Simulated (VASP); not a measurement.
# C (R32) in VASP: further runs

C is run at these levels: PBE; tasks: single point, relaxation of cell and atoms.

Program: VASP 6.6.1. These are calculated values, not measurements. Logs are shortened: lines on timing, memory, paths and dates and some standing lists are left out, and cuts for length are marked.

**1. The cell of the first run**

The structure is trigonal, space group R32 (No. 155). Conventional cell: a = 3.997 Å, b = 3.997 Å, c = 3.946 Å, α = 90.00°, β = 90.00°, γ = 120.00°. C (site symmetry 2) has 4 C at 1.49 to 1.55 Å within 2.0 Å.

**2. Single point, PBE**

Contents of INCAR:

```
ALGO = Normal
EDIFF = 1E-6
ENCUT = 520
GGA = PE
ISIF = 2
ISMEAR = 0
LASPH = T
LCHARG = T
LELF = T
LREAL = F
LVHAR = T
LWAVE = F
NBANDS = 13
NELM = 60
PREC = Accurate
SIGMA = 0.1
```

Contents of KPOINTS:

```
k-points
0
Gamma
  6 6 6
```

Contents of POSCAR:

```
C
1.0
    1.9983546100      1.1537505700      1.3152270400
   -1.9983546100      1.1537505700      1.3152270400
    0.0000000000     -2.3075011500      1.3152270400
C
3
Direct
    0.7156709300      0.2843290700      0.5000000000
    0.5000000000      0.7156709300      0.2843290700
    0.2843290700      0.5000000000      0.7156709300
```

Potentials or basis: VASP PAW PBE potentials, release 64 (C).

Started as:

```bash
$ cat potpaw_PBE.64/C/POTCAR > POTCAR
$ mpirun -np 1 vasp_std > vasp.out
```

OUTCAR:

```text
EDIFF = 1E-6
   ENCUT = 520
   GGA = PE
   ISIF = 2
   ISMEAR = 0
   LASPH = T
   LREAL = F
   NELM = 60
   PREC = Accurate

 ion  position               nearest neighbor table
   1  0.716  0.284  0.500-   2 1.49   3 1.49   3 1.55   2 1.55
   2  0.500  0.716  0.284-   1 1.49   3 1.49   1 1.55   3 1.55
   3  0.284  0.500  0.716-   1 1.49   2 1.49   1 1.55   2 1.55

  LATTYP: Found a trigonal (rhomboedric) cell.
 ALAT       =     2.6560089781
 COS(alpha) =    -0.1321814411

  Lattice vectors:

 A1 = (   1.9983546100,   1.1537505700,   1.3152270400)
 A2 = (  -1.9983546100,   1.1537505700,   1.3152270400)
 A3 = (   0.0000000000,  -2.3075011500,   1.3152270400)

Analysis of symmetry for initial positions (statically):
=====================================================================
 Subroutine PRICEL returns:
 Original cell was already a primitive cell.

 Routine SETGRP: Setting up the symmetry group for a
 trigonal (rhombohedral) supercell.

 Subroutine GETGRP returns: Found  6 space group operations
 (whereof  6 operations were pure point group operations)
 out of a pool of 12 trial point group operations.

The static configuration has the point symmetry D_3 .

Analysis of symmetry for dynamics (positions and initial velocities):
=====================================================================
 Subroutine PRICEL returns:
 Original cell was already a primitive cell.

 Routine SETGRP: Setting up the symmetry group for a
 trigonal (rhombohedral) supercell.

 Subroutine GETGRP returns: Found  6 space group operations
 (whereof  6 operations were pure point group operations)
 out of a pool of 12 trial point group operations.

The dynamic configuration has the point symmetry D_3 .

 Subroutine INISYM returns: Found  6 space group operations
 (whereof  6 operations are pure point group operations),
 and found     1 'primitive' translations

----------------------------------------------------------------------------------------

                                     Primitive cell

  volume of cell :      18.1943

  direct lattice vectors                    reciprocal lattice vectors
     1.998354610  1.153750570  1.315227040     0.250205843  0.144456411  0.253441667
    -1.998354610  1.153750570  1.315227040    -0.250205843  0.144456411  0.253441667
     0.000000000 -2.307501150  1.315227040     0.000000000 -0.288912821  0.253441666

  length of vectors
     2.656008978  2.656008978  2.656008984     0.384321867  0.384321867  0.384321866

  position of ions in fractional coordinates (direct lattice)
     0.715670930  0.284329070  0.500000000
     0.500000000  0.715670930  0.284329070
     0.284329070  0.500000000  0.715670930

  ion indices of the primitive-cell ions
   primitive index   ion index
                 1           1
                 2           2
                 3           3

----------------------------------------------------------------------------------------

 KPOINTS: k-points

Automatic generation of k-mesh.
 Grid dimensions read from file:
 generate k-points for:    6    6    6

 Generating k-lattice:

  Cartesian coordinates                     Fractional coordinates (reciprocal lattice)
     0.041700974  0.024076068  0.042240278     0.166666667 -0.000000000  0.000000000
    -0.041700974  0.024076068  0.042240278    -0.000000000  0.166666667  0.000000000
     0.000000000 -0.048152137  0.042240278     0.000000000  0.000000000  0.166666667

  Length of vectors
     0.064053644  0.064053644  0.064053644

  Shift w.r.t. Gamma in fractional coordinates (k-lattice)
     0.000000000  0.000000000  0.000000000

 Subroutine IBZKPT returns following result:
 ===========================================

 Found     32 irreducible k-points:

 Following reciprocal coordinates:
            Coordinates               Weight
  0.000000  0.000000  0.000000      1.000000
  0.166667 -0.000000 -0.000000      6.000000
  0.333333 -0.000000 -0.000000      6.000000
  0.500000  0.000000  0.000000      3.000000
  0.166667  0.166667 -0.000000      6.000000
  0.333333  0.166667  0.000000     12.000000
[... 16 lines left out ...]
  0.500000  0.500000  0.166667      6.000000
 -0.333333  0.500000  0.166667     12.000000
 [... further k-points ...]
   k-points           NKPTS =     32   k-points in BZ     NKDIM =     32   number of bands    NBANDS=     13
   number of dos      NEDOS =    301   number of ions     NIONS =      3
   total plane-waves  NPLWV =   8000
   dimension x,y,z NGX =    20 NGY =   20 NGZ =   20
   dimension x,y,z NGXF=    40 NGYF=   40 NGZF=   40
   ions per type =               3
   NGX,Y,Z   is equivalent  to a cutoff of  12.52, 12.52, 12.52 a.u.
   NGXF,Y,Z  is equivalent  to a cutoff of  25.04, 25.04, 25.04 a.u.
 SYSTEM =  unknown system
   PREC   = accura    normal or accurate (medium, high low for compatibility)
   ISTART =      0    job   : 0-new  1-cont  2-samecut
   ICHARG =      2    charge: 1-file 2-atom 10-const
   ISPIN  =      1    spin polarized calculation?
   LNONCOLLINEAR =      F non collinear calculations
   LSORBIT =      F    spin-orbit coupling
   LASPH  =      T    aspherical Exc in radial PAW
   ENCUT  =  520.0 eV  38.22 Ry    6.18 a.u.   4.94  4.94  4.94*2*pi/ulx,y,z
   NELM   =     60;   NELMIN=  2; NELMDL= -5     # of ELM steps
   EDIFF  = 0.1E-05   stopping-criterion for ELM
   LREAL  =      F    real-space projection
   EDIFFG = 0.1E-04   stopping-criterion for IOM
   NSW    =      0    number of steps for IOM
   IBRION =     -1    ionic relax: 0-MD 1-quasi-New 2-CG
   NFREE  =      0    steps in history (QN), initial steepest desc. (CG)
   ISIF   =      2    stress and relaxation
   ISYM   =      2    0-nonsym 1-usesym 2-fastsym
   POTIM  = 0.5000    time-step for ionic-motion
   TEBEG  =    0.0;   TEEND  =   0.0 temperature during run
   PSTRESS=    0.0 pullay stress
   NELECT =      12.0000    total number of electrons
   NUPDOWN=      -1.0000    fix difference up-down
   EMIN   =  10.00;   EMAX   =-10.00  energy-range for DOS
   EFERMI =   0.00;   METHOD = LEGACY
   ISMEAR =     0;   SIGMA  =   0.10  broadening in eV -4-tet -1-fermi 0-gaus
   EFERMI_NEDOS =   21; number of points for ismear=-14 and -15
   IALGO  =     38    algorithm
   IMIX   =      4    mixing-type and parameters
     AMIX     =   0.40;   BMIX     =  1.00
     AMIX_MAG =   1.60;   BMIX_MAG =  1.00
  volume/ion in A,a.u.               =       6.06        40.93
  Fermi-wavevector in a.u.,A,eV,Ry     =   1.425027  2.692911 27.629377  2.030702
  Thomas-Fermi vector in A             =   2.545455
   LORBIT       =      0    0 simple, 1 ext, 2 COOP (PROOUT), +10 PAW based schemes
   GGA     = PE    functional components
   LHFCALC =     F    Hartree Fock is set to
   AEXX    =    0.0000 exact exchange contribution
   IVDW    =     0    specifies the selected vdW correction
   LEPSILON=     F    determine dielectric tensor
   LRPA    =     F    only Hartree local field effects (RPA)
 non-spin polarized calculation
 Gauss-broadening in eV      SIGMA  =   0.10
  energy-cutoff  :      520.00
  volume of cell :       18.19
 maximum number of plane-waves:       508
   NGX =  9   NGY =  9   NGZ =  9

 number of electron      12.0000000 magnetization

 Free energy of the ion-electron system (eV)
  ---------------------------------------------------
  ext. energy  EPLUGINS =         0.00000000
  ---------------------------------------------------
  free energy    TOTEN  =       -24.27526908 eV

  energy without entropy =      -24.27474668  energy(sigma->0) =      -24.27500788

 E-fermi :   9.8267     XC(G=0): -12.7865

 val. band max:        9.3946836871   @ k =   0.3333   0.1667   0.1667
 cond. band min:       9.8266525250   @ k =   0.1667   0.1667   0.1667
 fundamental gap:      0.4319688379
 Fermi energy:         9.8266524107

 k-point     1 :       0.0000    0.0000    0.0000
  band No.  band energies     occupation
      1     -12.9516      2.00000
      2       1.3611      2.00000
      3       2.2570      2.00000
      4       2.2570      2.00000
      5       5.4640      2.00000
      6       5.4640      2.00000
      7       8.5165      2.00000
      8      18.9591      0.00000
      9      18.9591      0.00000
     10      20.6511      0.00000
     11      20.6511      0.00000
     12      23.1686      0.00000
     13      24.6398      0.00000

 k-point     2 :       0.1667   -0.0000   -0.0000
  band No.  band energies     occupation
      1     -12.5358      2.00000
      2      -0.8879      2.00000
      3       1.5685      2.00000
      4       2.9128      2.00000
      5       5.2749      2.00000
      6       6.7913      2.00000
      7      10.1840      0.00000
      8      17.8207      0.00000
      9      18.4749      0.00000
     10      19.8161      0.00000
     11      20.9531      0.00000
     12      23.9600      0.00000
     13      25.1529      0.00000

 k-point     3 :       0.3333   -0.0000   -0.0000
  band No.  band energies     occupation
      1     -11.4079      2.00000
      2      -4.2986      2.00000
      3       1.5439      2.00000
      4       3.1795      2.00000
      5       6.2447      2.00000
      6       7.3441      2.00000
      7      11.7534      0.00000
      8      16.7069      0.00000
      9      17.7487      0.00000
     10      19.3356      0.00000
     11      20.6592      0.00000
     12      24.1710      0.00000
     13      25.9273      0.00000
[... 305 lines left out ...]
 k-point    23 :       0.5000    0.5000    0.1667
  band No.  band energies     occupation
      1      -8.0869      2.00000
      2      -4.5577      2.00000
      3      -2.3706      2.00000
      4       1.6107      2.00000
      5       2.3687      2.00000
      6       6.4160      2.00000
      7      12.6377      0.00000
      8      16.5084      0.00000
      9      19.5712      0.00000
     10      22.0854      0.00000
     11      23.5963      0.00000
     12      25.7745      0.00000
     13      27.0405      0.00000

 k-point    24 :      -0.3333    0.5000    0.1667
  band No.  band energies     occupation
      1      -8.9117      2.00000
      2      -4.5454      2.00000
      3      -1.8457      2.00000
      4       1.7974      2.00000
      5       4.0315      2.00000
      6       6.3207      2.00000
      7      13.7305      0.00000
      8      15.3824      0.00000
      9      18.5900      0.00000
     10      20.9334      0.00000
     11      21.9747      0.00000
     12      25.1944      0.00000
     13      27.3882      0.00000

 [... further k-points ...]

------------------------ aborting loop because EDIFF is reached ----------------------------------------

  FORCE on cell =-STRESS in cart. coord.  units (eV):
  Direction    XX          YY          ZZ          XY          YZ          ZX
  --------------------------------------------------------------------------------------
  -------------------------------------------------------------------------------------
  Total        3.6979503      3.6979503     -0.6356403      0.0000000      0.0000000      0.0000000
  in kB      325.6380803    325.6380811    -55.9738963      0.0000000      0.0000001      0.0000000
  external PRESSURE =     198.4340884 kB  Pullay stress =       0.0000000 kB

 VOLUME and BASIS-vectors are now :
 -----------------------------------------------------------------------------
  energy-cutoff  :      520.00
  volume of cell :       18.19
      direct lattice vectors                 reciprocal lattice vectors
     1.998354610  1.153750570  1.315227040     0.250205843  0.144456411  0.253441667
    -1.998354610  1.153750570  1.315227040    -0.250205843  0.144456411  0.253441667
     0.000000000 -2.307501150  1.315227040     0.000000000 -0.288912821  0.253441666

 POSITION                                       TOTAL-FORCE (eV/Angst)
 -----------------------------------------------------------------------------------
      0.86197     -0.00000      1.97284         1.044725     -0.000000     -0.000000
     -0.43099      0.74649      1.97284        -0.522363      0.904759      0.000000
     -0.43099     -0.74649      1.97284        -0.522363     -0.904759      0.000000
 -----------------------------------------------------------------------------------
    total drift:                               -0.000000     -0.000000      0.000000

  FREE ENERGIE OF THE ION-ELECTRON SYSTEM (eV)
  ---------------------------------------------------
  free  energy   TOTEN  =       -24.2752690780 eV

  energy  without entropy=      -24.2747466758  energy(sigma->0) =      -24.27500788
```

It took 14 s on 1 thread of AMD EPYC 7R13, shared host; peak memory 0.09 GiB.

Results:

```
Free energy            : -24.2753 eV
Pressure               : 19.8 GPa
Largest force          : 1.045 eV/Å
Band gap on the k mesh : zero (band 6 reaches 9.83 eV, above the bottom of band 7 at 8.52 eV)
```

Forces in eV/Å, atoms in the order of the input:
```
C    1.045  0.000  0.000
C   -0.522  0.905  0.000
C   -0.522 -0.905  0.000
```

Caveat: the k points lie up to 0.40 Å⁻¹ apart; forces of over 1 eV/Å act on the atoms, so gaps and moduli don't describe the material at rest.

**3. Single point, PBE**

This run uses another cell than the first one, of 6.39 Å³/atom, 1.053 times its volume.

Contents of INCAR:

```
ALGO     = Normal         # electronic algorithm
EDIFF    = 1E-6           # SCF threshold, eV
ENCUT    = 520            # plane-wave cutoff, eV
GGA      = PE             # functional
ISIF     = 2              # what is computed and relaxed
ISMEAR   = 0              # smearing method
LASPH    = T              # aspherical terms in the spheres
LCHARG   = F              # write CHGCAR
LREAL    = F              # projectors in reciprocal space
LWAVE    = F              # write WAVECAR
NBANDS   = 13             # bands
NELM     = 60             # most SCF steps
PREC     = Accurate       # precision mode
SIGMA    = 0.1            # smearing width, eV
```

KPOINTS is that of step 2.

Contents of POSCAR:

```
C
1.0
    2.0662664167      1.1929594703      1.2953717184
   -2.0662664167      1.1929594703      1.2953717184
    0.0000000000     -2.3859189454      1.2953717139
C
3
Direct
    0.7151243476      0.2848756524      0.5000000000
    0.5000000000      0.7151243476      0.2848756524
    0.2848756524      0.5000000000      0.7151243476
```

Potentials or basis: VASP PAW PBE potentials, release 64 (C).

Started as:

```bash
$ cat potpaw_PBE.64/C/POTCAR > POTCAR
$ mpirun -np 1 vasp_std > vasp.out
```

Run time: 13 s. Hardware: 1 thread of AMD EPYC 7R13, shared host; peak memory 0.09 GiB.

The run converged. Its results:

```
Free energy            : -24.4012 eV
Pressure               : 0.7 GPa
Largest force          : 0.051 eV/Å
Band gap on the k mesh : zero (band 6 reaches 9.37 eV, above the bottom of band 7 at 8.07 eV)
```

Forces on the atoms (eV/Å):
```
C    0.051  0.000  0.000
C   -0.025  0.044  0.000
C   -0.025 -0.044  0.000
```

Stress tensor (GPa, compression positive):
```
0.85 0.00 0.00
0.00 0.85 0.00
0.00 0.00 0.27
```

Levels at points of the mesh, in eV from the Fermi level:
```csv
k point,band 3,band 4,band 5,band 6,band 7,band 8,band 9,band 10
"(0.00, 0.00, 0.00)",-7.80,-7.80,-4.24,-4.24,-1.29,7.50,7.50,10.48
"(0.50, 0.00, 0.00)",-8.47,-6.80,-2.77,-2.47,1.45,6.46,7.42,7.69
"(0.50, 0.50, 0.00)",-12.08,-7.95,-6.33,-2.82,3.79,6.28,8.16,11.22
"(0.50, 0.50, 0.50)",-12.94,-9.53,-7.34,-7.34,1.31,3.31,14.25,14.25
```

Caveat: the k points lie up to 0.40 Å⁻¹ apart.

**4. Relaxation of cell and atoms, PBE**

Contents of INCAR:

```
SYSTEM = C
ALGO     = Normal         ! electronic algorithm
EDIFF    = 1E-6           ! SCF threshold, eV
EDIFFG   = -0.04          ! ionic threshold
ENCUT    = 600            ! plane-wave cutoff, eV
GGA      = PE             ! functional
IBRION   = 2              ! ionic algorithm
ISIF     = 3              ! what is computed and relaxed
ISMEAR   = 0              ! smearing method
LASPH    = .True.         ! aspherical terms in the spheres
LCHARG   = .False.        ! write CHGCAR
LREAL    = .False.        ! projectors in reciprocal space
LWAVE    = .False.        ! write WAVECAR
NELM     = 100            ! most SCF steps
NSW      = 90             ! ionic steps
PREC     = Accurate       ! precision mode
SIGMA    = 0.1            ! smearing width, eV
```

Contents of KPOINTS:

```
k-points
0
Gamma
  6 6 6
  0 0 0
```

Contents of POSCAR:

```
C
1.0
    1.9983546100      1.1537505700      1.3152270400
   -1.9983546100      1.1537505700      1.3152270400
    0.0000000000     -2.3075011500      1.3152270400
C
3
Direct
    0.7156709300      0.2843290700      0.5000000000
    0.5000000000      0.7156709300      0.2843290700
    0.2843290700      0.5000000000      0.7156709300
```

Started as:

```bash
$ cat potpaw_PBE.64/C/POTCAR > POTCAR
$ mpirun -np 1 vasp_std > vasp.out
```

Wall time 87 s (1 thread of AMD EPYC 7R13, shared host); peak memory 0.1 GiB.

Results (log left out):

```
Free energy                            : -24.4040 eV
Relaxed volume                         : 6.39 Å³/atom
Relaxed cell                           : a = 2.715 Å, b = 2.715 Å, c = 2.715 Å, α = 99.13°, β = 99.13°, γ = 99.13°
Space group after relaxing (to 0.05 Å) : R32 (No. 155)
Energy gained by relaxing              : 40.7 meV/atom
Ionic steps                            : 10
Pressure after relaxing                : 0.1 GPa
Largest force after relaxing           : 0.005 eV/Å
Band gap on the k mesh                 : zero (band 6 reaches 9.38 eV, above the bottom of band 7 at 8.08 eV)
```

Forces on the atoms (eV/Å):
```
C   -0.005  0.000  0.000
C    0.003 -0.005  0.000
C    0.003  0.005  0.000
```

Stress tensor (GPa, compression positive):
```
 0.14  0.00  0.00
 0.00  0.14  0.00
 0.00  0.00 -0.03
```

The path:
```
step  energy change (eV)  largest force (eV/Å)  pressure (GPa)  volume (Å³)
   1              0.0000                1.0403           19.25        18.19
   2              0.2282                2.6977          -19.11        20.15
   3             -0.0786                0.9356            3.38        18.78
   4             -0.0791                0.8427            4.17        18.74
   5             -0.1132                0.2431           -5.42        19.54
   6             -0.1200                0.0540           -2.85        19.31
   7             -0.1209                0.1489            2.22        19.07
   8             -0.1218                0.0633            0.08        19.17
   9             -0.1217                0.1058            0.09        19.15
  10             -0.1220                0.0052            0.08        19.16
```

Final structure:
```xyz
3
Lattice="2.0665 1.1931 1.2952 -2.0665 1.1931 1.2952 0.0000 -2.3862 1.2952" Properties=species:S:1:pos:R:3 pbc="T T T"
C     0.8898    0.0000    1.9429
C    -0.4449    0.7706    1.9429
C    -0.4449   -0.7706    1.9429
```

Levels at points of the mesh, in eV from the Fermi level:
```tsv
k point	band 4	band 5	band 6	band 7	band 8	band 9
(0.00, 0.00, 0.00)	-7.83	-4.24	-4.24	-1.28	7.46	7.46
(0.50, 0.00, 0.00)	-6.81	-2.79	-2.47	1.43	6.44	7.39
(0.50, 0.50, 0.00)	-7.97	-6.33	-2.83	3.77	6.27	8.14
(0.50, 0.50, 0.50)	-9.54	-7.35	-7.35	1.28	3.30	14.23
```

Caveat: the k points lie up to 0.40 Å⁻¹ apart in the final cell.

(Continued in part 2 of 2.)
